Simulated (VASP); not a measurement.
# Na: single point with PBE

Na:

```
CELL_PARAMETERS angstrom
2.63955 0.00000 0.00000
0.00000 2.63955 0.00000
0.00000 0.00000 2.63955
ATOMIC_POSITIONS crystal
Na 0.00000 0.00000 0.00000
```

```
Program                : VASP 6.6.1
Task                   : single point
Functional             : PBE
Potentials or basis    : VASP PAW PBE potentials, release 64 (Na_pv)
Cutoff                 : 520 eV
k mesh                 : 12 × 12 × 12
Occupations            : methfessel-paxton, width 0.1 eV
Spin                   : no spin polarisation
Dipole correction      : no
Further INCAR settings : ALGO = Normal; EDIFF = 1e-06; NBANDS = 10
```

```
Pressure : 19.9 GPa
```

Levels at points of the mesh, in eV from the Fermi level:
| k point | band 1 | band 2 | band 3 | band 4 | band 5 | band 6 | band 7 |
| --- | --- | --- | --- | --- | --- | --- | --- |
| (0.00, 0.00, 0.00) | -25.18 | -25.18 | -25.18 | -5.04 | 11.94 | 11.94 | 16.01 |
| (0.50, 0.00, 0.00) | -25.64 | -25.14 | -25.14 | -0.23 | 1.12 | 15.73 | 17.95 |
| (0.50, 0.50, 0.00) | -25.56 | -25.56 | -25.10 | 3.43 | 5.20 | 5.20 | 8.23 |
| (0.50, 0.50, 0.50) | -25.49 | -25.49 | -25.49 | 7.91 | 7.91 | 7.91 | 9.86 |

It took 6.2 s on 1 thread of Intel(R) Xeon(R) Platinum 8259CL CPU @ 2.50GHz (Skylake/Cascade Lake), on a shared host, peak memory 0.12 GiB.
